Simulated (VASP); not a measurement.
# Mg5Te3: single point with PBE

Mg5Te3:

```
Mg Te
1.0
     7.64366    0.00000    0.00000
    -3.82183    6.61961    0.00000
     0.00000    0.00000    4.08986
Mg Te
5 3
Cartesian
  3.8218 2.2065 2.0449
  0.0000 4.4131 2.0449
  -0.8415 1.4575 2.0449
  1.6830 0.0000 2.0449
  2.9803 5.1621 2.0449
  -2.3969 4.1515 0.0000
  1.4250 2.4681 0.0000
  4.7937 0.0000 0.0000
```

```json
{
 "Program": "VASP 6.6.1",
 "Task": "single point",
 "Functional": "PBE",
 "Potentials or basis": "VASP PAW PBE potentials, release 64 (Mg, Te)",
 "Cutoff": "520 eV",
 "k mesh": "3 × 3 × 4",
 "Occupations": "gaussian, width 0.2 eV",
 "Spin": "no spin polarisation"
}
```

| Property | Result |
| --- | --- |
| Pressure | 0.0 GPa |
| Largest force | 0.026 eV/Å |
| Band gap on the k mesh | zero (band 14 reaches 6.25 eV, above the bottom of band 15 at 3.66 eV) |

Forces on the atoms (eV/Å):
```
Mg   0.000  0.000  0.000
Mg   0.000  0.000  0.000
Mg   0.008 -0.014  0.000
Mg  -0.016  0.000  0.000
Mg   0.008  0.014  0.000
Te   0.013 -0.023  0.000
Te   0.013  0.023  0.000
Te  -0.026  0.000  0.000
```

Stress tensor (GPa, compression positive):
```
 0.25  0.00  0.00
 0.00  0.25  0.00
 0.00  0.00 -0.39
```

Levels at points of the mesh, in eV from the Fermi level:
```csv
k point,band 12,band 13,band 14,band 15,band 16,band 17
"(0.00, 0.00, 0.00)",-1.39,-1.39,1.30,1.65,1.65,2.47
"(0.00, 0.00, 0.50)",-1.75,-1.62,-1.62,-1.25,-1.25,1.54
```

Wall time 35 s on 1 thread of Intel(R) Xeon(R) 6975P-C (Granite Rapids), with other jobs on the host, peak memory 0.32 GiB.

Caveat: the k points lie up to 0.38 Å⁻¹ apart; spin-orbit coupling is left out, which moves the levels of the heavy elements.
